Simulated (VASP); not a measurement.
## WC (rocksalt type): density of states with LDA

Crystal: WC (rocksalt type).

```xyz
2
Lattice="0.0000 2.1616 2.1616 2.1616 0.0000 2.1616 2.1616 2.1616 0.0000" Properties=species:S:1:pos:R:3 pbc="T T T"
W     0.0000    0.0000    0.0000
C     2.1616    2.1616    2.1616
```

- Program: VASP 6.6.1
- Task: density of states
- Functional: LDA
- Potentials or basis: VASP PAW LDA potentials, release 64 (W_sv, C)
- Cutoff: 520 eV
- k mesh: 17 × 17 × 17
- Occupations: fermi-dirac, width 0.1 eV
- Spin: no spin polarisation
- Dipole correction: no
- k mesh for the DOS: 26 × 26 × 26
- Occupations for the DOS: tetrahedron
- Further INCAR settings: ALGO = Normal; EDIFF = 1e-06; NBANDS = 16

```yaml
Valence_electrons_inside_the_program's_atomic_spheres: W 12.20; C 2.47
```

Levels at points of the mesh, in eV from the Fermi level:
```tsv
k point	band 7	band 8	band 9	band 10	band 11	band 12
(0.00, 0.00, 0.00)	-2.91	-2.91	-1.10	-1.10	-1.10	-1.01
(0.50, 0.00, 0.00)	-6.86	-6.86	1.12	1.12	2.50	5.11
(0.50, 0.50, 0.00)	-5.57	-2.50	-2.50	0.92	2.44	2.44
```

Wall time 87 s on 1 thread of AMD EPYC 7R13 Processor (Zen 3), with other jobs on the host, peak memory 0.24 GiB.

Caveat: spin-orbit coupling is left out, which moves the levels of the heavy elements.
